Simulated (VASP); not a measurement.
Input of a VASP 6.6.1 run:

Contents of INCAR:

```
  ALGO = Normal
  EDIFF = 1E-6
  ENCUT = 520
  GGA = PS
  ISIF = 2
  ISMEAR = 0
  LASPH = True
  LCHARG = False
  LREAL = False
  LWAVE = False
  NBANDS = 11
  NELM = 100
  PREC = Accurate
  SIGMA = 0.05
```

KPOINTS

```
k-points
0
Gamma
  10 10 10
```

Contents of POSCAR:

```
AlN
1.0
    0.0000000000      2.3418626456      2.1120536944
    2.1120536944      0.0000000000      2.1120536944
    2.1120536944      2.3418626456      0.0000000000
Al N
1 1
Direct
   -0.0112666392      0.0112666392      0.0112666392
    0.7717028100      0.7282971900      0.7282971900
```

Potentials or basis: VASP PAW PBE potentials, release 64 (Al, N).

Launch:

```sh
$ cat potpaw_PBE.64/Al/POTCAR potpaw_PBE.64/N/POTCAR > POTCAR
$ mpirun -np 1 vasp_std > vasp.out
```

Predict the band gap on the k mesh.

2.70 eV, indirect (least direct gap 3.64 eV).

Predict the largest force.

1.820 eV/Å.

Estimate the pressure.

2.1 GPa.

Forces on the atoms (eV/Å):
```
Al  -1.820  0.000  0.000
N    1.820  0.000  0.000
```

Caveat: the cell differs from its parent crystal (mode 4 frozen in at -0.095 Å, strain +e along z and -e/2 along x and y +0.0700); the PAW data sets were made with another functional, which shifts forces and pressure a little. A k mesh can miss the band edges.
